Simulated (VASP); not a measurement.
Write the native input for VASP 6.6.1 that does the following.

* Task: relaxation of cell and atoms
* Functional: PBE
* Potentials or basis: VASP PAW PBE potentials, release 64 (Mg, C)
* Cutoff: 600 eV
* k mesh: 12 × 12 × 4
* Occupations: gaussian, width 0.1 eV
* Spin: no spin polarisation
* Dipole correction: no
* Further INCAR settings: ALGO = Normal; EDIFF = 1e-06; IBRION = 2; EDIFFG = -0.01; NSW = 100; ISIF = 3

The structure of MgC lies in POSCAR:

```
MgC
1.0
    3.5499721398      0.0000000000      0.0000000000
   -1.7749860699      3.0743660558      0.0000000000
    0.0000000000      0.0000000000      9.0516644640
Mg C
4 4
Direct
    0.0000000000      0.0000000000      0.0000000000
    0.3333333333      0.6666666667      0.2500000000
    0.0000000000      0.0000000000      0.5000000000
    0.6666666667      0.3333333333      0.7500000000
    0.6666666667      0.3333333333      0.1713247964
    0.6666666667      0.3333333333      0.3286752036
    0.3333333333      0.6666666667      0.6713247964
    0.3333333333      0.6666666667      0.8286752036
```

One way to write it, as run:

INCAR

```
SYSTEM = MgC
PREC = Accurate
ENCUT = 600
EDIFF = 1E-6
ISMEAR = 0
SIGMA = 0.1
LREAL = .FALSE.
LASPH = .TRUE.
NELM = 100
ALGO = Normal
ISIF = 3
LWAVE = .FALSE.
LCHARG = .FALSE.
GGA = PE
IBRION = 2
NSW = 100
EDIFFG = -0.01
```

KPOINTS

```
Automatic mesh
0
G
  12 12 4
  0 0 0
```

Potentials or basis: VASP PAW PBE potentials, release 64 (Mg, C).

Launch:

```console
$ cat potpaw_PBE.64/Mg/POTCAR potpaw_PBE.64/C/POTCAR > POTCAR
$ mpirun -np 1 vasp_std > vasp.out
```

Results of the run:

- Relaxed volume: 12.32 Å³/atom
- Relaxed cell: a = 3.545 Å, b = 3.545 Å, c = 9.056 Å, α = 90.00°, β = 90.00°, γ = 120.00°
- Space group after relaxing (to 0.05 Å): P6_3/mmc (No. 194)
- Energy gained by relaxing: 0.0 meV/atom
- Ionic steps: 4
- Pressure after relaxing: 0.1 GPa
- Largest force after relaxing: 0.007 eV/Å
- Band gap on the k mesh: zero (band 12 reaches 6.89 eV, above the bottom of band 13 at 3.66 eV)

Run time: 4.2 min on 1 thread of Intel(R) Xeon(R) Platinum 8259CL CPU @ 2.50GHz (Skylake/Cascade Lake) (shared host), peak memory 0.3 GiB.
